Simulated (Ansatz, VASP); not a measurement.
One calculation of WS2, two programs

```
W S
1.0
     3.40654    0.00000    0.00000
    -1.70327    2.95015    0.00000
     0.00000    0.00000   12.62551
W S
2 4
Direct
  0.33333 0.66667 0.25000
  0.66667 0.33333 0.75000
  0.33333 0.66667 0.62029
  0.66667 0.33333 0.12029
  0.33333 0.66667 0.87971
  0.66667 0.33333 0.37971
```

Change from the starting cell: strain +0.080 along x and y, +0.040 along z, atoms carried along.

Alike in both runs: task single point; functional PBE; dispersion D3(BJ); k mesh 12 × 12 × 4; occupations gaussian, width 0.05 eV; no spin polarisation.

```csv
,VASP,Ansatz
version,VASP 6.6.1,Ansatz 0.2.0
potentials or method,"VASP PAW PBE potentials, release 64 (W_sv, S), cutoff 520 eV","scalar-relativistic, plane waves, PAW"
valence electrons in the cell,52,52
```

|  | VASP | Ansatz | Ansatz less VASP |
| --- | --- | --- | --- |
| gap on the k mesh at the Fermi level (eV) | 0.81 | 0.80 | -0.013 |
| least direct gap on the mesh (eV) | 1.26 | 1.26 | -0.001 |
| pressure (GPa) | -21.0 | -21.0 | +0.05 |
| traceless stress, the component that is largest in VASP (GPa) | 2.07 | 2.05 | -0.015 |
| rms of the force components (eV/Å) | 1.021 | 1.021 | -0.0004 |

Atom by atom the forces differ by 0.000 eV/Å (rms over components).

Neither program's run includes spin-orbit coupling.
